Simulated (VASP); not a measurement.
# Na3H2 (P-4m2) in VASP: a series of runs

Runs on Na3H2. Level: PBE. Tasks: single point.

All numbers are computed with VASP 6.6.1; they aren't measurements. Logs are shortened: lines on timing, memory, paths and dates and some standing lists are left out, and cuts for length are marked.

**1. The cell of the first run**

It takes space group P-4m2 (No. 115, tetragonal). Conventional cell: a = 4.414 Å, b = 4.414 Å, c = 6.242 Å, α = 90.00°, β = 90.00°, γ = 90.00°. Within 3.6 Å of Na (site symmetry -4m2) lie 4 H at 2.70 Å and 2 Na at 3.12 Å. Within 3.6 Å of Na (site symmetry -4m2) lie 4 H at 2.70 Å and 4 Na at 3.12 Å. Na (site symmetry -4m2) has 4 H at 2.70 Å and 6 Na at 3.12 Å within 3.6 Å. Within 3.6 Å of H (site symmetry 2mm) lie 6 Na at 2.70 Å.

**2. Single point, PBE (atoms taken out)**

The input, INCAR:

```
SYSTEM = Na3H2
ALGO = Normal ; EDIFF = 1E-6
ENCUT = 520 ; GGA = PE
ISIF = 2 ; ISMEAR = 0
LASPH = .True. ; LCHARG = .False.
LREAL = .False. ; LWAVE = .False.
NBANDS = 20 ; NELM = 60
PREC = Accurate ; SIGMA = 0.1
```

The input, KPOINTS:

```
k-points
0
Gamma
  4 4 4
  0 0 0
```

The input, POSCAR:

```
Na3H2
1.0
    4.4139805200      0.0000000000      0.0000000000
    0.0000000000      4.4139805200      0.0000000000
    0.0000000000      0.0000000000      6.2423111100
Na H
3 2
Direct
    0.0000000000      0.0000000000      0.0000000000
    0.5000000000      0.5000000000      0.5000000000
    0.0000000000      0.0000000000      0.5000000000
    0.5000000000      0.0000000000      0.7500000000
    0.0000000000      0.5000000000      0.2500000000
```

Potentials or basis: VASP PAW PBE potentials, release 64 (Na_pv, H).

Command:

```sh
> cat potpaw_PBE.64/Na_pv/POTCAR potpaw_PBE.64/H/POTCAR > POTCAR
> mpirun -np 1 vasp_std > vasp.out
```

OUTCAR:

```text
SYSTEM = Na3H2
   EDIFF = 1E-6
   ENCUT = 520
   GGA = PE
   ISIF = 2
   ISMEAR = 0
   LASPH = .True.
   LREAL = .False.
   NELM = 60
   PREC = Accurate

 ion  position               nearest neighbor table
   1  0.000  0.000  0.000-
   2  0.500  0.500  0.500-
   3  0.000  0.000  0.500-
   4  0.500  0.000  0.750-
   5  0.000  0.500  0.250-

  LATTYP: Found a simple tetragonal cell.
 ALAT       =     4.4139805200
 C/A-ratio  =     1.4142135611

  Lattice vectors:

 A1 = (   4.4139805200,   0.0000000000,   0.0000000000)
 A2 = (   0.0000000000,   4.4139805200,   0.0000000000)
 A3 = (   0.0000000000,   0.0000000000,   6.2423111100)

Analysis of symmetry for initial positions (statically):
=====================================================================
 Subroutine PRICEL returns:
 Original cell was already a primitive cell.

 Routine SETGRP: Setting up the symmetry group for a
 simple tetragonal supercell.

 Subroutine GETGRP returns: Found  8 space group operations
 (whereof  8 operations were pure point group operations)
 out of a pool of 16 trial point group operations.

The static configuration has the point symmetry D_2d.

Analysis of symmetry for dynamics (positions and initial velocities):
=====================================================================
 Subroutine PRICEL returns:
 Original cell was already a primitive cell.

 Routine SETGRP: Setting up the symmetry group for a
 simple tetragonal supercell.

 Subroutine GETGRP returns: Found  8 space group operations
 (whereof  8 operations were pure point group operations)
 out of a pool of 16 trial point group operations.

The dynamic configuration has the point symmetry D_2d.

 Subroutine INISYM returns: Found  8 space group operations
 (whereof  8 operations are pure point group operations),
 and found     1 'primitive' translations

----------------------------------------------------------------------------------------

                                     Primitive cell

  volume of cell :     121.6203

  direct lattice vectors                    reciprocal lattice vectors
     4.413980520  0.000000000  0.000000000     0.226552880  0.000000000  0.000000000
     0.000000000  4.413980520  0.000000000     0.000000000  0.226552880  0.000000000
     0.000000000  0.000000000  6.242311110     0.000000000  0.000000000  0.160197078

  length of vectors
     4.413980520  4.413980520  6.242311110     0.226552880  0.226552880  0.160197078

  position of ions in fractional coordinates (direct lattice)
     0.000000000  0.000000000  0.000000000
     0.500000000  0.500000000  0.500000000
     0.000000000  0.000000000  0.500000000
     0.500000000  0.000000000  0.750000000
     0.000000000  0.500000000  0.250000000

  ion indices of the primitive-cell ions
   primitive index   ion index
                 1           1
                 2           2
                 3           3
                 4           4
                 5           5

----------------------------------------------------------------------------------------

 KPOINTS: k-points

Automatic generation of k-mesh.
 Grid dimensions read from file:
 generate k-points for:    4    4    4

 Generating k-lattice:

  Cartesian coordinates                     Fractional coordinates (reciprocal lattice)
     0.056638220  0.000000000  0.000000000     0.250000000  0.000000000  0.000000000
     0.000000000  0.056638220  0.000000000     0.000000000  0.250000000  0.000000000
     0.000000000  0.000000000  0.040049270     0.000000000  0.000000000  0.250000000

  Length of vectors
     0.056638220  0.056638220  0.040049270

  Shift w.r.t. Gamma in fractional coordinates (k-lattice)
     0.000000000  0.000000000  0.000000000

 Subroutine IBZKPT returns following result:
 ===========================================

 Found     18 irreducible k-points:

 Following reciprocal coordinates:
            Coordinates               Weight
  0.000000  0.000000  0.000000      1.000000
  0.250000  0.000000  0.000000      4.000000
  0.500000  0.000000  0.000000      2.000000
  0.250000  0.250000  0.000000      4.000000
  0.500000  0.250000  0.000000      4.000000
  0.500000  0.500000  0.000000      1.000000
[... 10 lines left out ...]
  0.500000  0.250000  0.500000      4.000000
  0.500000  0.500000  0.500000      1.000000
   k-points           NKPTS =     18   k-points in BZ     NKDIM =     18   number of bands    NBANDS=     20
   number of dos      NEDOS =    301   number of ions     NIONS =      5
   total plane-waves  NPLWV =  62208
   dimension x,y,z NGX =    36 NGY =   36 NGZ =   48
   dimension x,y,z NGXF=    72 NGYF=   72 NGZF=   96
   ions per type =               3   2
   NGX,Y,Z   is equivalent  to a cutoff of  13.56, 13.56, 12.78 a.u.
   NGXF,Y,Z  is equivalent  to a cutoff of  27.12, 27.12, 25.57 a.u.
 SYSTEM =  Na3H2
   PREC   = accura    normal or accurate (medium, high low for compatibility)
   ISTART =      0    job   : 0-new  1-cont  2-samecut
   ICHARG =      2    charge: 1-file 2-atom 10-const
   ISPIN  =      1    spin polarized calculation?
   LNONCOLLINEAR =      F non collinear calculations
   LSORBIT =      F    spin-orbit coupling
   LASPH  =      T    aspherical Exc in radial PAW
   ENCUT  =  520.0 eV  38.22 Ry    6.18 a.u.   8.21  8.21 11.61*2*pi/ulx,y,z
   NELM   =     60;   NELMIN=  2; NELMDL= -5     # of ELM steps
   EDIFF  = 0.1E-05   stopping-criterion for ELM
   LREAL  =      F    real-space projection
   EDIFFG = 0.1E-04   stopping-criterion for IOM
   NSW    =      0    number of steps for IOM
   IBRION =     -1    ionic relax: 0-MD 1-quasi-New 2-CG
   NFREE  =      0    steps in history (QN), initial steepest desc. (CG)
   ISIF   =      2    stress and relaxation
   ISYM   =      2    0-nonsym 1-usesym 2-fastsym
   POTIM  = 0.5000    time-step for ionic-motion
   TEBEG  =    0.0;   TEEND  =   0.0 temperature during run
   PSTRESS=    0.0 pullay stress
   NELECT =      23.0000    total number of electrons
   NUPDOWN=      -1.0000    fix difference up-down
   EMIN   =  10.00;   EMAX   =-10.00  energy-range for DOS
   EFERMI =   0.00;   METHOD = LEGACY
   ISMEAR =     0;   SIGMA  =   0.10  broadening in eV -4-tet -1-fermi 0-gaus
   EFERMI_NEDOS =   21; number of points for ismear=-14 and -15
   IALGO  =     38    algorithm
   IMIX   =      4    mixing-type and parameters
     AMIX     =   0.40;   BMIX     =  1.00
     AMIX_MAG =   1.60;   BMIX_MAG =  1.00
  volume/ion in A,a.u.               =      24.32       164.15
  Fermi-wavevector in a.u.,A,eV,Ry     =   0.939684  1.775746 12.014037  0.883007
  Thomas-Fermi vector in A             =   2.067021
   LORBIT       =      0    0 simple, 1 ext, 2 COOP (PROOUT), +10 PAW based schemes
   GGA     = PE    functional components
   LHFCALC =     F    Hartree Fock is set to
   AEXX    =    0.0000 exact exchange contribution
   IVDW    =     0    specifies the selected vdW correction
   LEPSILON=     F    determine dielectric tensor
   LRPA    =     F    only Hartree local field effects (RPA)
 non-spin polarized calculation
 Gauss-broadening in eV      SIGMA  =   0.10
  energy-cutoff  :      520.00
  volume of cell :      121.62
 maximum number of plane-waves:      3320
 NGX is ok and might be reduce to    36
   NGX = 17   NGY = 17   NGZ = 23

 number of electron      23.0000025 magnetization

 Free energy of the ion-electron system (eV)
  ---------------------------------------------------
  ext. energy  EPLUGINS =         0.00000000
  ---------------------------------------------------
  free energy    TOTEN  =        -9.57864058 eV

  energy without entropy =       -9.56407608  energy(sigma->0) =       -9.57135833

 E-fermi :   0.7341     XC(G=0):  -6.4803

 val. band max:        0.6881914002   @ k =   0.5000   0.0000   0.0000
 cond. band min:       0.7774605637   @ k =   0.2500   0.0000   0.2500
 fundamental gap:      0.0892691635
 Fermi energy:         0.7341155728

 k-point     1 :       0.0000    0.0000    0.0000
  band No.  band energies     occupation
      1     -25.1802      2.00000
      2     -25.1802      2.00000
      3     -25.1201      2.00000
      4     -25.0947      2.00000
      5     -25.0744      2.00000
      6     -25.0744      2.00000
[... 12 lines left out ...]
     19       7.1434      0.00000
     20       7.2392      0.00000

 k-point     2 :       0.2500    0.0000    0.0000
  band No.  band energies     occupation
      1     -25.1712      2.00000
      2     -25.1694      2.00000
      3     -25.1166      2.00000
      4     -25.0979      2.00000
      5     -25.0869      2.00000
      6     -25.0851      2.00000
[... 12 lines left out ...]
     19       7.4563      0.00000
     20       8.1794      0.00000

 k-point     3 :       0.5000    0.0000    0.0000
  band No.  band energies     occupation
      1     -25.1584      2.00000
      2     -25.1548      2.00000
      3     -25.1106      2.00000
      4     -25.1035      2.00000
      5     -25.1033      2.00000
      6     -25.0997      2.00000
[... 12 lines left out ...]
     19       6.0356      0.00000
     20       8.0285      0.00000

 k-point     4 :       0.2500    0.2500    0.0000
  band No.  band energies     occupation
      1     -25.1869      2.00000
      2     -25.1573      2.00000
      3     -25.1141      2.00000
      4     -25.1008      2.00000
      5     -25.1000      2.00000
      6     -25.0707      2.00000
[... 291 lines left out ...]
 k-point    17 :       0.5000    0.2500    0.5000
  band No.  band energies     occupation
      1     -25.1791      2.00000
      2     -25.1781      2.00000
      3     -25.1105      2.00000
      4     -25.0909      2.00000
      5     -25.0811      2.00000
      6     -25.0801      2.00000
[... 12 lines left out ...]
     19       6.7806      0.00000
     20       7.5506      0.00000

 k-point    18 :       0.5000    0.5000    0.5000
  band No.  band energies     occupation
      1     -25.1938      2.00000
      2     -25.1938      2.00000
      3     -25.1103      2.00000
      4     -25.0908      2.00000
      5     -25.0667      2.00000
      6     -25.0667      2.00000
[... 12 lines left out ...]
     19       7.0874      0.00000
     20       8.4824      0.00000

------------------------ aborting loop because EDIFF is reached ----------------------------------------

  FORCE on cell =-STRESS in cart. coord.  units (eV):
  Direction    XX          YY          ZZ          XY          YZ          ZX
  --------------------------------------------------------------------------------------
  -------------------------------------------------------------------------------------
  Total       -1.1695230     -1.1695230     -0.9642822      0.0000000      0.0000000      0.0000000
  in kB      -15.4068242    -15.4068242    -12.7030646      0.0000000      0.0000000      0.0000000
  external PRESSURE =     -14.5055710 kB  Pullay stress =       0.0000000 kB

 VOLUME and BASIS-vectors are now :
 -----------------------------------------------------------------------------
  energy-cutoff  :      520.00
  volume of cell :      121.62
      direct lattice vectors                 reciprocal lattice vectors
     4.413980520  0.000000000  0.000000000     0.226552880  0.000000000  0.000000000
     0.000000000  4.413980520  0.000000000     0.000000000  0.226552880  0.000000000
     0.000000000  0.000000000  6.242311110     0.000000000  0.000000000  0.160197078

 POSITION                                       TOTAL-FORCE (eV/Angst)
 -----------------------------------------------------------------------------------
      0.00000      0.00000      0.00000        -0.000000      0.000000      0.000000
      2.20699      2.20699      3.12116         0.000000      0.000000      0.000000
      0.00000      0.00000      3.12116        -0.000000     -0.000000      0.000000
      2.20699      0.00000      4.68173        -0.000000      0.000000     -0.361309
      0.00000      2.20699      1.56058        -0.000000      0.000000      0.361309
 -----------------------------------------------------------------------------------
    total drift:                                0.000000      0.000000      0.000000

  FREE ENERGIE OF THE ION-ELECTRON SYSTEM (eV)
  ---------------------------------------------------
  free  energy   TOTEN  =        -9.5786405832 eV

  energy  without entropy=       -9.5640760848  energy(sigma->0) =       -9.57135833
```

Run time: 23 s. Hardware: 1 thread of Intel Xeon Platinum 8488C (Sapphire Rapids), shared host; peak memory 0.23 GiB.

Results:

```
Free energy            : -9.5786 eV
Pressure               : -1.5 GPa
Largest force          : 0.361 eV/Å
Band gap on the k mesh : zero (an odd number of electrons rules out a gap without spin polarisation)
```

Forces on the atoms (eV/Å):
```
Na   0.000  0.000  0.000
Na   0.000  0.000  0.000
Na   0.000  0.000  0.000
H    0.000  0.000 -0.361
H    0.000  0.000  0.361
```

Levels at points of the mesh, in eV from the Fermi level:
```csv
k point,band 8,band 9,band 10,band 11,band 12,band 13,band 14,band 15
"(0.00, 0.00, 0.00)",-25.59,-25.59,-5.27,-3.46,0.46,1.82,2.08,3.47
"(0.50, 0.00, 0.00)",-25.59,-25.59,-4.05,-3.93,-0.05,0.28,2.43,2.54
"(0.50, 0.50, 0.00)",-25.59,-25.59,-3.46,-3.46,0.06,0.76,1.76,1.76
"(0.00, 0.00, 0.50)",-25.59,-25.59,-4.77,-4.28,0.89,1.02,3.93,3.93
"(0.50, 0.00, 0.50)",-25.59,-25.59,-3.92,-3.82,-0.86,-0.52,3.78,4.09
"(0.50, 0.50, 0.50)",-25.59,-25.59,-3.41,-3.41,0.78,0.96,0.96,1.34
```

Caveat: the cell differs from its parent crystal (atoms taken out).

(Part 1 of 2 ends here.)

The gap in the log of VASP goes by the Fermi energy; the results here count the filled bands.